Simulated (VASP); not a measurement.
# Ta (I4/mmm) in VASP: a series of runs, part 2 of 2

VASP 6.6.1. The steps go on from the part before.

### 3 Electric field gradients, PBEsol (equal xx and yy strain of -1 %)

INCAR

```
SYSTEM = Ta
ALGO = Normal ; EDIFF = 1E-8
ENCUT = 520 ; GGA = PS
ISIF = 2 ; ISMEAR = -1
LASPH = .True. ; LCHARG = .False.
LEFG = .True. ; LREAL = .False.
LWAVE = .False. ; NBANDS = 12
NELM = 80 ; PREC = Accurate
SIGMA = 0.05
```

KPOINTS

```
k-points
0
Gamma
  15 15 15
  0 0 0
```

POSCAR

```
Ta
1.0
   -1.6347672000      1.6347672000      1.6512800000
    1.6347672000     -1.6347672000      1.6512800000
    1.6347672000      1.6347672000     -1.6512800000
Ta
1
Direct
    0.0000000000      0.0000000000      0.0000000000
```

Potentials or basis: VASP PAW PBE potentials, release 64 (Ta_pv).

Started as:

```sh
$ cat potpaw_PBE.64/Ta_pv/POTCAR > POTCAR
$ mpirun -np 1 vasp_std > vasp.out
```

OUTCAR:

```text
SYSTEM = Ta
   EDIFF = 1E-8
   ENCUT = 520
   GGA = PS
   ISIF = 2
   ISMEAR = -1
   LASPH = .True.
   LREAL = .False.
   NELM = 80
   PREC = Accurate

 ion  position               nearest neighbor table
   1  0.000  0.000  0.000-

  LATTYP: Found a body centered tetragonal cell.
 ALAT       =     3.2695344000
 C/A-ratio  =     1.0101010101

  Lattice vectors:

 A1 = (  -1.6347672000,   1.6347672000,   1.6512800000)
 A2 = (   1.6347672000,  -1.6347672000,   1.6512800000)
 A3 = (   1.6347672000,   1.6347672000,  -1.6512800000)

Analysis of symmetry for initial positions (statically):
=====================================================================
 Subroutine PRICEL returns:
 Original cell was already a primitive cell.

 Routine SETGRP: Setting up the symmetry group for a
 body centered tetragonal supercell.

 Subroutine GETGRP returns: Found 16 space group operations
 (whereof 16 operations were pure point group operations)
 out of a pool of 16 trial point group operations.

The static configuration has the point symmetry D_4h.

Analysis of symmetry for dynamics (positions and initial velocities):
=====================================================================
 Subroutine PRICEL returns:
 Original cell was already a primitive cell.

 Routine SETGRP: Setting up the symmetry group for a
 body centered tetragonal supercell.

 Subroutine GETGRP returns: Found 16 space group operations
 (whereof 16 operations were pure point group operations)
 out of a pool of 16 trial point group operations.

The dynamic configuration has the point symmetry D_4h.

 Subroutine INISYM returns: Found 16 space group operations
 (whereof 16 operations are pure point group operations),
[... 162 lines left out ...]
     12      20.6827      0.00000
[... 331 lines left out ...]
 k-point    24 :       0.2000    0.1333   -0.0000
  band No.  band energies     occupation
      1     -28.2327      2.00000
      2     -27.7035      2.00000
      3     -27.5228      2.00000
      4       0.5198      2.00000
      5       4.7023      2.00000
      6       4.9645      1.99994
      7       8.5602      0.00000
      8       9.9869      0.00000
      9      10.2072      0.00000
     10      20.1813      0.00000
     11      20.5851      0.00000
     12      22.4479      0.00000

 [... further k-points ...]

------------------------ aborting loop because EDIFF is reached ----------------------------------------

  FORCE on cell =-STRESS in cart. coord.  units (eV):
  Direction    XX          YY          ZZ          XY          YZ          ZX
  --------------------------------------------------------------------------------------
  -------------------------------------------------------------------------------------
  Total        0.0655461      0.0655461     -0.0808829      0.0000000     -0.0000000      0.0000000
  in kB        5.9492882      5.9492882     -7.3413295      0.0000000     -0.0000000      0.0000000
  external PRESSURE =       1.5190823 kB  Pullay stress =       0.0000000 kB

 VOLUME and BASIS-vectors are now :
 -----------------------------------------------------------------------------
  energy-cutoff  :      520.00
  volume of cell :       17.65
      direct lattice vectors                 reciprocal lattice vectors
    -1.634767200  1.634767200  1.651280000     0.000000000  0.305853947  0.302795407
     1.634767200 -1.634767200  1.651280000     0.305853947  0.000000000  0.302795407
     1.634767200  1.634767200 -1.651280000     0.305853947  0.305853947  0.000000000

 POSITION                                       TOTAL-FORCE (eV/Angst)
 -----------------------------------------------------------------------------------
      0.00000      0.00000      0.00000        -0.000000      0.000000      0.000000
 -----------------------------------------------------------------------------------
    total drift:                                0.000000      0.000000     -0.000000

  FREE ENERGIE OF THE ION-ELECTRON SYSTEM (eV)
  ---------------------------------------------------
  free  energy   TOTEN  =       -12.5556418878 eV

  energy  without entropy=      -12.5459572347  energy(sigma->0) =      -12.55079956

 Electric field gradients (V/A^2)
---------------------------------------------------------------------
 ion       V_xx      V_yy      V_zz      V_xy      V_xz      V_yz
---------------------------------------------------------------------
   1      -3.504    -3.504     7.009    -0.000    -0.000    -0.000
---------------------------------------------------------------------

 Electric field gradients after diagonalization (V/A^2)
 (convention: |V_zz| > |V_xx| > |V_yy|)
----------------------------------------------------------------------
 ion       V_xx      V_yy      V_zz     asymmetry (V_yy - V_xx)/ V_zz
----------------------------------------------------------------------
   1      -3.504    -3.504     7.009       0.000
----------------------------------------------------------------------

           NMR quadrupolar parameters

 Cq : quadrupolar parameter    Cq=e*Q*V_zz/h
 eta: asymmetry parameters     (V_yy - V_xx)/ V_zz
 Q  : nuclear electric quadrupole moment in mb (millibarn)
----------------------------------------------------------------------
 ion       Cq(MHz)       eta       Q (mb)
----------------------------------------------------------------------
   1       0.017       0.000       1.000
----------------------------------------------------------------------
```

stdout:

```text
POSCAR found type information on POSCAR Ta
 POSCAR found :  1 types and       1 ions
 scaLAPACK will be used
 -----------------------------------------------------------------------------
|                                                                             |
|                                                                             |
|     You enforced a specific xc type in the INCAR file but a different       |
|     I HOPE YOU KNOW WHAT YOU ARE DOING!                                     |
|                                                                             |
 -----------------------------------------------------------------------------

 LDA part: xc-table for (Slater+PW92), standard interpolation
 POSCAR, INCAR and KPOINTS ok, starting setup
 FFT: planning ... GRIDC
 FFT: planning ... GRID_SOFT
 FFT: planning ... GRID
 WAVECAR not read
 entering main loop
ion   1
```

It took 75 s on 1 thread of Intel Xeon 8259CL, shared host; peak memory 0.19 GiB.

Results:

| Quantity | Value |
| --- | --- |
| Free energy | -12.5556 eV |
| Pressure | 0.2 GPa |
| Band gap on the k mesh | zero (an odd number of electrons rules out a gap without spin polarisation) |
| Largest electric field gradient by atom | Ta +7.0 V/Å² |

Electric field gradients, principal values (V/Å²):
```
atom   least  middle  greatest (by size)
1 Ta  -3.504  -3.504               7.009
```

Caveat: the cell differs from its parent crystal (equal xx and yy strain of -1 %); without QUAD_EFG the Cq values of the log hold for a quadrupole moment of 1 mb, not for the nuclei; the PAW data sets were made with another functional, which shifts forces and pressure a little; spin-orbit coupling is left out, which moves the levels of the heavy elements.

### 4 Electric field gradients, PBEsol (equal xx and yy strain of +2 %)

INCAR

```
ALGO = Normal ; EDIFF = 1E-8
ENCUT = 520 ; GGA = PS
ISIF = 2 ; ISMEAR = -1
LASPH = True ; LCHARG = False
LEFG = True ; LREAL = False
LWAVE = False ; NBANDS = 12
NELM = 60 ; PREC = Accurate
SIGMA = 0.05
```

KPOINTS

```
k-points
0
Gamma
  15 15 15
```

POSCAR

```
Ta
1.0
   -1.6843056000      1.6843056000      1.6512800000
    1.6843056000     -1.6843056000      1.6512800000
    1.6843056000      1.6843056000     -1.6512800000
Ta
1
Direct
    0.0000000000      0.0000000000      0.0000000000
```

Potentials or basis: VASP PAW PBE potentials, release 64 (Ta_pv).

Started as:

```sh
$ cat potpaw_PBE.64/Ta_pv/POTCAR > POTCAR
$ mpirun -np 1 vasp_std > vasp.out
```

OUTCAR:

```text
EDIFF = 1E-8
   ENCUT = 520
   GGA = PS
   ISIF = 2
   ISMEAR = -1
   LASPH = True
   LREAL = False
   NELM = 60
   PREC = Accurate

 ion  position               nearest neighbor table
   1  0.000  0.000  0.000-

  LATTYP: Found a body centered tetragonal cell.
 ALAT       =     3.3686112000
 C/A-ratio  =     0.9803921569

  Lattice vectors:

 A1 = (  -1.6843056000,   1.6843056000,   1.6512800000)
 A2 = (   1.6843056000,  -1.6843056000,   1.6512800000)
 A3 = (   1.6843056000,   1.6843056000,  -1.6512800000)

Analysis of symmetry for initial positions (statically):
=====================================================================
 Subroutine PRICEL returns:
 Original cell was already a primitive cell.

 Routine SETGRP: Setting up the symmetry group for a
[... 543 lines left out ...]
  external PRESSURE =    -109.1769199 kB  Pullay stress =       0.0000000 kB

 VOLUME and BASIS-vectors are now :
 -----------------------------------------------------------------------------
  energy-cutoff  :      520.00
  volume of cell :       18.74
      direct lattice vectors                 reciprocal lattice vectors
    -1.684305600  1.684305600  1.651280000     0.000000000  0.296858242  0.302795407
     1.684305600 -1.684305600  1.651280000     0.296858242  0.000000000  0.302795407
     1.684305600  1.684305600 -1.651280000     0.296858242  0.296858242  0.000000000

 POSITION                                       TOTAL-FORCE (eV/Angst)
 -----------------------------------------------------------------------------------
      0.00000      0.00000      0.00000         0.000000      0.000000      0.000000
 -----------------------------------------------------------------------------------
    total drift:                                0.000000      0.000000     -0.000000

  FREE ENERGIE OF THE ION-ELECTRON SYSTEM (eV)
  ---------------------------------------------------
  free  energy   TOTEN  =       -12.5164120136 eV

  energy  without entropy=      -12.5046920926  energy(sigma->0) =      -12.51055205

 Electric field gradients (V/A^2)
---------------------------------------------------------------------
 ion       V_xx      V_yy      V_zz      V_xy      V_xz      V_yz
---------------------------------------------------------------------
   1       4.477     4.477    -8.954     0.000     0.000     0.000
---------------------------------------------------------------------

 Electric field gradients after diagonalization (V/A^2)
 (convention: |V_zz| > |V_xx| > |V_yy|)
----------------------------------------------------------------------
 ion       V_xx      V_yy      V_zz     asymmetry (V_yy - V_xx)/ V_zz
----------------------------------------------------------------------
   1       4.477     4.477    -8.954       0.000
----------------------------------------------------------------------

           NMR quadrupolar parameters

 Cq : quadrupolar parameter    Cq=e*Q*V_zz/h
 eta: asymmetry parameters     (V_yy - V_xx)/ V_zz
 Q  : nuclear electric quadrupole moment in mb (millibarn)
----------------------------------------------------------------------
 ion       Cq(MHz)       eta       Q (mb)
----------------------------------------------------------------------
   1      -0.022       0.000       1.000
----------------------------------------------------------------------
```

stdout:

```text
POSCAR found type information on POSCAR Ta
 POSCAR found :  1 types and       1 ions
 scaLAPACK will be used
 -----------------------------------------------------------------------------
|                                                                             |
|                                                                             |
|     You enforced a specific xc type in the INCAR file but a different       |
|     I HOPE YOU KNOW WHAT YOU ARE DOING!                                     |
|                                                                             |
 -----------------------------------------------------------------------------

 LDA part: xc-table for (Slater+PW92), standard interpolation
 POSCAR, INCAR and KPOINTS ok, starting setup
 FFT: planning ... GRIDC
 FFT: planning ... GRID_SOFT
 FFT: planning ... GRID
 WAVECAR not read
 entering main loop
ion   1
```

It took 84 s on 1 thread of Intel Xeon 8259CL, shared host; peak memory 0.19 GiB.

What came out:

- Free energy: -12.5164 eV
- Pressure: -10.9 GPa
- Band gap on the k mesh: zero (an odd number of electrons rules out a gap without spin polarisation)
- Largest electric field gradient by atom: Ta -9.0 V/Å²

Levels at points of the mesh, in eV from the Fermi level:
| k point | band 3 | band 4 | band 5 | band 6 | band 7 | band 8 |
| --- | --- | --- | --- | --- | --- | --- |
| (0.00, 0.00, 0.00) | -33.17 | -7.77 | 0.57 | 0.81 | 0.81 | 3.68 |

Electric field gradients, principal values (V/Å²):
```tsv
atom	least	middle	greatest (by size)
1 Ta	4.477	4.477	-8.954
```

Caveat: the cell differs from its parent crystal (equal xx and yy strain of +2 %); the cell stands under tension; without QUAD_EFG the Cq values of the log hold for a quadrupole moment of 1 mb, not for the nuclei; the PAW data sets were made with another functional, which shifts forces and pressure a little; spin-orbit coupling is left out, which moves the levels of the heavy elements.
